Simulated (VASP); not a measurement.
# Mg2Si (Fm-3m) in VASP: notebook

The runs below take Mg2Si through single point, with PBE, r2SCAN, HSE06.

Everything below comes from runs of VASP 6.6.1. Logs are shortened: lines on timing, memory, paths and dates and some standing lists are left out, and cuts for length are marked.

## Step 1: The cell of the first run

Symmetry: Fm-3m, No. 225, cubic system. The conventional cell has a = 6.699 Å, b = 6.699 Å, c = 6.699 Å, α = 90.00°, β = 90.00°, γ = 90.00°. Mg (site symmetry -43m) has 4 Si at 2.90 Å and 6 Mg at 3.35 Å within 3.8 Å. Within 3.8 Å of Si (site symmetry m-3m) lie 8 Mg at 2.90 Å.

## Step 2: Single point, PBE (strain +5.7%)

INCAR

```
ALGO = Normal
EDIFF = 1E-6
ENCUT = 600
GGA = PE
GGA_COMPAT = F
ISIF = 2
ISMEAR = -1
LASPH = T
LCHARG = F
LREAL = F
LWAVE = F
NBANDS = 11
NELM = 120
PREC = Accurate
SIGMA = 0.02
```

KPOINTS

```
k-points
0
Gamma
  8 8 8
```

POSCAR

```
Mg2Si
1.0
    0.0000000000      3.3492849743      3.3492849743
    3.3492849743      0.0000000000      3.3492849743
    3.3492849743      3.3492849743      0.0000000000
Mg Si
2 1
Direct
    0.2500000000      0.2500000000      0.2500000000
    0.7500000000      0.7500000000      0.7500000000
    0.0000000000      0.0000000000      0.0000000000
```

Potentials or basis: VASP PAW PBE potentials, release 64 (Mg, Si).

Run with:

```console
> cat potpaw_PBE.64/Mg/POTCAR potpaw_PBE.64/Si/POTCAR > POTCAR
> mpirun -np 1 vasp_std > vasp.out
```

OUTCAR:

```text
EDIFF = 1E-6
   ENCUT = 600
   GGA = PE
   ISIF = 2
   ISMEAR = -1
   LASPH = T
   LREAL = F
   NELM = 120
   PREC = Accurate

 ion  position               nearest neighbor table
   1  0.250  0.250  0.250-   3 2.90   3 2.90   3 2.90   3 2.90   2 3.35   2 3.35   2 3.35   2 3.35
                             2 3.35   2 3.35
   2  0.750  0.750  0.750-   3 2.90   3 2.90   3 2.90   3 2.90   1 3.35   1 3.35   1 3.35   1 3.35
                             1 3.35   1 3.35
   3  0.000  0.000  0.000-   2 2.90   2 2.90   2 2.90   1 2.90   2 2.90   1 2.90   1 2.90   1 2.90

  LATTYP: Found a face centered cubic cell.
 ALAT       =     6.6985699486

  Lattice vectors:

 A1 = (   0.0000000000,   3.3492849743,   3.3492849743)
 A2 = (   3.3492849743,   0.0000000000,   3.3492849743)
 A3 = (   3.3492849743,   3.3492849743,   0.0000000000)

Analysis of symmetry for initial positions (statically):
=====================================================================
 Subroutine PRICEL returns:
 Original cell was already a primitive cell.

 Routine SETGRP: Setting up the symmetry group for a
 face centered cubic supercell.

 Subroutine GETGRP returns: Found 48 space group operations
 (whereof 48 operations were pure point group operations)
 out of a pool of 48 trial point group operations.

The static configuration has the point symmetry O_h .

Analysis of symmetry for dynamics (positions and initial velocities):
=====================================================================
 Subroutine PRICEL returns:
 Original cell was already a primitive cell.

 Routine SETGRP: Setting up the symmetry group for a
 face centered cubic supercell.

 Subroutine GETGRP returns: Found 48 space group operations
 (whereof 48 operations were pure point group operations)
 out of a pool of 48 trial point group operations.

The dynamic configuration has the point symmetry O_h .

 Subroutine INISYM returns: Found 48 space group operations
 (whereof 48 operations are pure point group operations),
 and found     1 'primitive' translations

----------------------------------------------------------------------------------------

                                     Primitive cell

  volume of cell :      75.1426

  direct lattice vectors                    reciprocal lattice vectors
     0.000000000  3.349284974  3.349284974    -0.149285595  0.149285595  0.149285595
     3.349284974  0.000000000  3.349284974     0.149285595 -0.149285595  0.149285595
[... 96 lines left out ...]
   TEBEG  =    0.0;   TEEND  =   0.0 temperature during run
   PSTRESS=    0.0 pullay stress
   NELECT =       8.0000    total number of electrons
   NUPDOWN=      -1.0000    fix difference up-down
   EMIN   =  10.00;   EMAX   =-10.00  energy-range for DOS
   EFERMI =   0.00;   METHOD = LEGACY
   ISMEAR =    -1;   SIGMA  =   0.02  broadening in eV -4-tet -1-fermi 0-gaus
   EFERMI_NEDOS =   21; number of points for ismear=-14 and -15
   IALGO  =     38    algorithm
   IMIX   =      4    mixing-type and parameters
     AMIX     =   0.40;   BMIX     =  1.00
     AMIX_MAG =   1.60;   BMIX_MAG =  1.00
  volume/ion in A,a.u.               =      25.05       169.03
  Fermi-wavevector in a.u.,A,eV,Ry     =   0.775907  1.466251  8.191128  0.602031
  Thomas-Fermi vector in A             =   1.878272
   LORBIT       =      0    0 simple, 1 ext, 2 COOP (PROOUT), +10 PAW based schemes
   GGA     = PE    functional components
   LHFCALC =     F    Hartree Fock is set to
   AEXX    =    0.0000 exact exchange contribution
   IVDW    =     0    specifies the selected vdW correction
   LEPSILON=     F    determine dielectric tensor
   LRPA    =     F    only Hartree local field effects (RPA)
 non-spin polarized calculation
  energy-cutoff  :      600.00
  volume of cell :       75.14
 maximum number of plane-waves:      2541
 NGX is ok and might be reduce to    40
   NGX = 19   NGY = 19   NGZ = 19

 number of electron       8.0000000 magnetization

 Free energy of the ion-electron system (eV)
  ---------------------------------------------------
  ext. energy  EPLUGINS =         0.00000000
  ---------------------------------------------------
  free energy    TOTEN  =        -8.67549578 eV

  energy without entropy =       -8.67546021  energy(sigma->0) =       -8.67547799

 E-fermi :   2.7567     XC(G=0):  -8.2620

 val. band max:        2.6717843808   @ k =   0.0000   0.0000   0.0000
 cond. band min:       2.8412953049   @ k =   0.5000   0.5000   0.0000
 fundamental gap:      0.1695109241
 Fermi energy:         2.7566878128

 k-point     1 :       0.0000    0.0000    0.0000
  band No.  band energies     occupation
      1      -5.7886      2.00000
      2       2.6718      1.97174
      3       2.6718      1.97174
      4       2.6718      1.97174
      5       3.6446      0.00000
      6       5.0337      0.00000
      7       5.0337      0.00000
      8       5.0337      0.00000
      9       7.7025      0.00000
     10       8.1426      0.00000
     11       8.1426      0.00000
[... 309 lines left out ...]
 k-point    24 :      -0.3750    0.2500    0.1250
  band No.  band energies     occupation
      1      -4.4253      2.00000
      2      -1.2641      2.00000
      3       0.3442      2.00000
      4       1.3736      2.00000
      5       4.6475      0.00000
      6       4.7275      0.00000
      7       6.7463      0.00000
      8       7.2542      0.00000
      9       7.9047      0.00000
     10       9.4940      0.00000
     11      10.2859      0.00000

 [... further k-points ...]

------------------------ aborting loop because EDIFF is reached ----------------------------------------

  FORCE on cell =-STRESS in cart. coord.  units (eV):
  Direction    XX          YY          ZZ          XY          YZ          ZX
  --------------------------------------------------------------------------------------
  -------------------------------------------------------------------------------------
  Total       -2.8934735     -2.8934735     -2.8934735      0.0000000      0.0000000     -0.0000000
  in kB      -61.6941219    -61.6941219    -61.6941219      0.0000000      0.0000000     -0.0000000
  external PRESSURE =     -61.6941219 kB  Pullay stress =       0.0000000 kB

 VOLUME and BASIS-vectors are now :
 -----------------------------------------------------------------------------
  energy-cutoff  :      600.00
  volume of cell :       75.14
      direct lattice vectors                 reciprocal lattice vectors
     0.000000000  3.349284974  3.349284974    -0.149285595  0.149285595  0.149285595
     3.349284974  0.000000000  3.349284974     0.149285595 -0.149285595  0.149285595
     3.349284974  3.349284974  0.000000000     0.149285595  0.149285595 -0.149285595

 POSITION                                       TOTAL-FORCE (eV/Angst)
 -----------------------------------------------------------------------------------
      1.67464      1.67464      1.67464         0.000000      0.000000      0.000000
      5.02393      5.02393      5.02393        -0.000000     -0.000000     -0.000000
      0.00000      0.00000      0.00000        -0.000000      0.000000     -0.000000
 -----------------------------------------------------------------------------------
    total drift:                               -0.000000      0.000000     -0.000000

  FREE ENERGIE OF THE ION-ELECTRON SYSTEM (eV)
  ---------------------------------------------------
  free  energy   TOTEN  =        -8.6754957815 eV

  energy  without entropy=       -8.6754602065  energy(sigma->0) =       -8.67547799
```

stdout:

```text
POSCAR found type information on POSCAR MgSi
 POSCAR found :  2 types and       3 ions
 scaLAPACK will be used
 LDA part: xc-table for (Slater+PW92), standard interpolation
 POSCAR, INCAR and KPOINTS ok, starting setup
 FFT: planning ... GRIDC
 FFT: planning ... GRID_SOFT
 FFT: planning ... GRID
 WAVECAR not read
 entering main loop
```

Wall time 69 s (1 thread of Intel Xeon 8259CL, shared host); peak memory 0.21 GiB.

What came out:

```
Free energy            : -8.6755 eV
Pressure               : -6.2 GPa
Band gap on the k mesh : 0.17 eV (least direct gap 0.97 eV)
```

Caveat: the cell differs from its parent crystal (strain +5.7%); the cell stands under tension; semilocal functionals underestimate gaps, and a narrow one can read as zero. A k mesh can miss the band edges.

## Step 3: Single point, r2SCAN (strain +5.7%)

POSCAR is that of step 2.

INCAR.step1

```
SYSTEM = Mg2Si
PREC = Accurate ; ENCUT = 660
ISMEAR = 0 ; SIGMA = 0.01
LREAL = .False. ; LASPH = .True.
NELM = 120 ; NBANDS = 11
GGA = PE ; ALGO = Normal
EDIFF = 1E-5 ; LWAVE = .True.
LCHARG = .False. ; GGA_COMPAT = .False.
```

INCAR.step2

```
SYSTEM = Mg2Si
PREC = Accurate ; ENCUT = 660
EDIFF = 1E-6 ; ISMEAR = 0
SIGMA = 0.01 ; LREAL = .False.
LASPH = .True. ; NELM = 120
ALGO = Normal ; ISIF = 2
LWAVE = .False. ; LCHARG = .False.
METAGGA = R2SCAN ; LMIXTAU = .True.
NBANDS = 11 ; ISTART = 1
GGA_COMPAT = .False.
```

KPOINTS

```
Automatic mesh
0
Gamma
  8 8 8
  0 0 0
```

Potentials or basis: VASP PAW PBE potentials, release 64 (Mg, Si).

Run with:

```console
> cat potpaw_PBE.64/Mg/POTCAR potpaw_PBE.64/Si/POTCAR > POTCAR
> cp INCAR.step1 INCAR
> mpirun -np 1 vasp_std > vasp.out
> cp INCAR.step2 INCAR
> mpirun -np 1 vasp_std > vasp.out
```

It took 4.5 min on 1 thread of Intel Xeon 8259CL, shared host; peak memory 0.24 GiB.

Results (log left out):

```
Free energy            : -17.3798 eV
Pressure               : -7.1 GPa
Band gap on the k mesh : 0.49 eV (least direct gap 1.47 eV)
```

Levels at points of the mesh, in eV from the valence-band top:
```tsv
k point	band 1	band 2	band 3	band 4	band 5	band 6	band 7	band 8
(0.00, 0.00, 0.00)	-8.85	0.00	0.00	0.00	1.47	2.60	2.60	2.60
(0.50, 0.00, 0.00)	-7.64	-4.41	-0.68	-0.68	1.08	2.72	2.72	5.20
(0.50, 0.50, 0.00)	-7.17	-4.16	-1.82	-1.82	0.49	0.60	7.70	7.70
```

Caveat: the cell differs from its parent crystal (strain +5.7%); the cell stands under tension; semilocal functionals underestimate gaps, and a narrow one can read as zero; the PAW data sets were made with another functional, which shifts forces and pressure a little. A k mesh can miss the band edges.

## Step 4: Single point, HSE06 (strain +5.7%)

POSCAR is that of step 3.

INCAR.step1

```
SYSTEM = Mg2Si
PREC = Accurate ; ENCUT = 520
EDIFF = 1E-5 ; ISMEAR = 0
SIGMA = 0.01 ; LREAL = .FALSE.
LASPH = .TRUE. ; NELM = 120
ALGO = Normal ; ISIF = 2
LWAVE = .TRUE. ; GGA = PE
NBANDS = 11 ; GGA_COMPAT = .FALSE.
```

INCAR.step2

```
SYSTEM = Mg2Si
PREC = Accurate ; ENCUT = 520
EDIFF = 1E-6 ; ISMEAR = 0
SIGMA = 0.01 ; LREAL = .FALSE.
LASPH = .TRUE. ; NELM = 120
ALGO = Normal ; ISIF = 2
LWAVE = .FALSE. ; LCHARG = .TRUE.
GGA = PE ; LHFCALC = .TRUE.
HFSCREEN = 0.2079 ; PRECFOCK = Normal
LELF = .TRUE. ; LVHAR = .TRUE.
ISTART = 1 ; NBANDS = 11
GGA_COMPAT = .FALSE.
```

KPOINTS

```
Automatic mesh
0
G
  6 6 6
  0 0 0
```

Run with:

```console
> cat potpaw_PBE.64/Mg/POTCAR potpaw_PBE.64/Si/POTCAR > POTCAR
> cp INCAR.step1 INCAR
> mpirun -np 1 vasp_std > vasp.out
> cp INCAR.step2 INCAR
> mpirun -np 1 vasp_std > vasp.out
```

Run time: 45 min. Hardware: 1 thread of Intel Xeon 8259CL, shared host; peak memory 0.31 GiB.

The run converged. Its results:

```
Free energy            : -9.5757 eV
Pressure               : -7.1 GPa
Band gap on the k mesh : 0.54 eV (least direct gap 1.48 eV)
```

Levels at points of the mesh, in eV from the valence-band top:
| k point | band 1 | band 2 | band 3 | band 4 | band 5 | band 6 | band 7 | band 8 |
| --- | --- | --- | --- | --- | --- | --- | --- | --- |
| (0.00, 0.00, 0.00) | -9.54 | 0.00 | 0.00 | 0.00 | 1.48 | 2.87 | 2.87 | 2.87 |
| (0.50, 0.00, 0.00) | -8.23 | -4.78 | -0.72 | -0.72 | 1.12 | 2.97 | 2.97 | 5.24 |
| (0.50, 0.50, 0.00) | -7.72 | -4.52 | -1.94 | -1.94 | 0.54 | 0.71 | 7.91 | 7.91 |

Caveat: the cell differs from its parent crystal (strain +5.7%); the cell stands under tension; the PAW data sets were made with another functional, which shifts forces and pressure a little.

## Step 5: Summary

| level | k mesh | cutoff (eV) | smearing | grid for exact exchange (PRECFOCK) | share of exact exchange | screening parameter | gap on the mesh (eV) | pressure (GPa) |
| --- | --- | --- | --- | --- | --- | --- | --- | --- |
| PBE | 8 × 8 × 8 | 600 | fermi-dirac 0.02 eV | - | - | - | 0.17 | -6.2 |
| r2SCAN | 8 × 8 × 8 | 660 | gaussian 0.01 eV | - | - | - | 0.49 | -7.1 |
| HSE06 | 6 × 6 × 6 | 520 | gaussian 0.01 eV | Normal | 0.25 | 0.2079 1/Å | 0.54 | -7.1 |

Alike in all rows: task single point; potentials or basis VASP PAW PBE potentials, release 64 (Mg, Si); no spin polarisation; cell as given.

Caveats: the cell stands under tension; semilocal functionals underestimate gaps, and a narrow one can read as zero (at least some runs); the PAW data sets were made with another functional, which shifts forces and pressure a little (at least some runs).

Total energies depend on the potentials used, so only differences within one code and one set of settings carry meaning.
